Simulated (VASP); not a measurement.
**SiC: single point with PBE**

The system is SiC.

```
CELL_PARAMETERS angstrom
0.00000 2.18986 2.18986
2.18986 0.00000 2.18986
2.18986 2.18986 0.00000
ATOMIC_POSITIONS crystal
Si 0.00000 0.00000 0.00000
C 0.68150 0.68150 0.77006
```

This cell differs from its parent crystal: atom 2 (C) moved by (-0.150, -0.300) A along [1 1 0] and z.

* Program: VASP 6.6.1
* Task: single point
* Functional: PBE
* Potentials or basis: VASP PAW PBE potentials, release 64 (Si, C)
* Cutoff: 520 eV
* k mesh: 10 × 10 × 10
* Occupations: gaussian, width 0.05 eV
* Spin: no spin polarisation
* Dipole correction: no
* Further INCAR settings: ALGO = Normal; EDIFF = 1e-06; NBANDS = 11

The pressure is 9.7 GPa and the largest force is 4.493 eV/Å. The band gap on the k mesh is zero (bands 4 and 5 overlap by 0.13 eV).

Forces on the atoms (eV/Å):
```
Si  -0.302 -0.302 -4.473
C    0.302  0.302  4.473
```

Stress tensor (GPa, compression positive):
```
 14.10 -16.04   0.35
-16.04  14.10   0.35
  0.35   0.35   0.93
```

Levels at points of the mesh, in eV from the Fermi level:
```
           k point  band 2  band 3  band 4  band 5  band 6  band 7
(0.00, 0.00, 0.00)   -2.65   -1.26    0.07    4.41    5.95    6.22
(0.50, 0.00, 0.00)  -10.19   -2.74   -1.03    3.67    5.19    7.31
(0.00, 0.00, 0.50)   -9.40   -3.54   -0.93    3.51    5.02    7.24
(0.50, 0.50, 0.50)   -8.74   -3.40   -1.95    4.03    5.00    6.26
(0.50, 0.50, 0.00)   -8.69   -5.15   -3.69    0.05    3.11   12.68
(0.00, 0.50, 0.50)   -9.09   -4.42   -3.73   -0.05    2.63   12.09
```

It took 34 s on 1 thread of Intel Xeon 8259CL (shared host), peak memory 0.18 GiB.

Caveat: the cell differs from its parent crystal (atom 2 (C) moved by (-0.150, -0.300) A along [1 1 0] and z); the cell stands under pressure; semilocal functionals underestimate gaps, so a narrow gap can read as zero; forces of over 1 eV/Å act on the atoms, so gaps and moduli don't describe the material at rest.
